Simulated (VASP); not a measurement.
Here is a VASP 6.6.1 calculation.

File INCAR:

```
SYSTEM = Ti
PREC = Accurate
ENCUT = 520
EDIFF = 1E-6
ISMEAR = 0
SIGMA = 0.1
LREAL = .FALSE.
LASPH = .TRUE.
NELM = 100
ALGO = Fast
ISIF = 2
LWAVE = .FALSE.
LCHARG = .FALSE.
GGA = PE
NBANDS = 19
```

KPOINTS

```
Automatic mesh
0
G
  14 14 8
  0 0 0
```

Contents of POSCAR:

```
Ti
1.0
    2.8959243996      0.0499729638      0.0000000000
   -1.4046843437      2.4329862540      0.0000000000
    0.0000000000      0.0000000000      4.6948565400
Ti
2
Direct
    0.3098478816      0.6549239408      0.2500000000
    0.6901521184      0.3450760592      0.7500000000
```

Potentials or basis: VASP PAW PBE potentials, release 64 (Ti_sv).

Run with:

```console
$ cat potpaw_PBE.64/Ti_sv/POTCAR > POTCAR
$ mpirun -np 1 vasp_std > vasp.out
```

**Question.** What does it give for the band gap on the k mesh?

**Answer.** Zero (band 12 reaches 9.32 eV, above the bottom of band 13 at 8.40 eV).

**Question.** Predict the pressure.

**Answer.** 4.1 GPa.

**Question.** Predict the largest force.

**Answer.** 0.059 eV/Å.

Forces in eV/Å, atoms in the order of the input:
```
Ti   0.051  0.029  0.000
Ti  -0.051 -0.029  0.000
```

Caveat: the cell differs from its parent crystal (strained and its atoms moved).
